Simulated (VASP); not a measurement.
## BN: single point with PBEsol

Crystal: BN.

```
CELL_PARAMETERS angstrom
2.38238 0.00000 0.00000
-1.19119 2.06320 0.00000
0.00000 0.00000 7.02374
ATOMIC_POSITIONS crystal
B 0.33333 0.66667 0.25000
B 0.66667 0.33333 0.75000
N 0.33333 0.66667 0.75000
N 0.66667 0.33333 0.25000
```

This cell differs from its parent crystal: volume 8.631 Å^3 an atom, c/a of the conventional cell 2.9482.

```yaml
Program: VASP 6.6.1
Task: single point
Functional: PBEsol
Potentials_or_basis: VASP PAW PBE potentials, release 64 (B, N)
Cutoff: 520 eV
k_mesh: 12 × 12 × 4
Occupations: gaussian, width 0.05 eV
Spin: no spin polarisation
Dipole_correction: no
Further_INCAR_settings: ALGO = Normal; EDIFF = 1e-06; NBANDS = 16
```

```json
{"Pressure": "42.6 GPa", "Band gap on the k mesh": "4.50 eV, indirect (least direct gap 4.96 eV)"}
```

Stress tensor (GPa, compression positive):
```
63.94  0.00  0.00
 0.00 63.94  0.00
 0.00  0.00 -0.06
```

Levels at points of the mesh, in eV from the valence-band top:
| k point | band 6 | band 7 | band 8 | band 9 | band 10 | band 11 |
| --- | --- | --- | --- | --- | --- | --- |
| (0.00, 0.00, 0.00) | -1.11 | -1.09 | -1.09 | 4.63 | 9.66 | 12.81 |
| (0.50, 0.00, 0.00) | -4.33 | -1.44 | -0.74 | 4.50 | 5.64 | 10.72 |
| (0.00, 0.00, 0.50) | -1.10 | -1.10 | -1.10 | 6.79 | 6.79 | 12.85 |
| (0.50, 0.00, 0.50) | -4.34 | -1.08 | -1.08 | 4.93 | 4.93 | 11.36 |

Wall time 26 s on 1 thread of Intel Xeon 6975P-C, with other jobs on the host, peak memory 0.15 GiB.

Caveat: the PAW data sets were made with another functional, which shifts forces and pressure a little; this functional lacks dispersion, which binds the layers, so the pressure and a relaxed spacing across them are unreliable. A k mesh can miss the band edges.
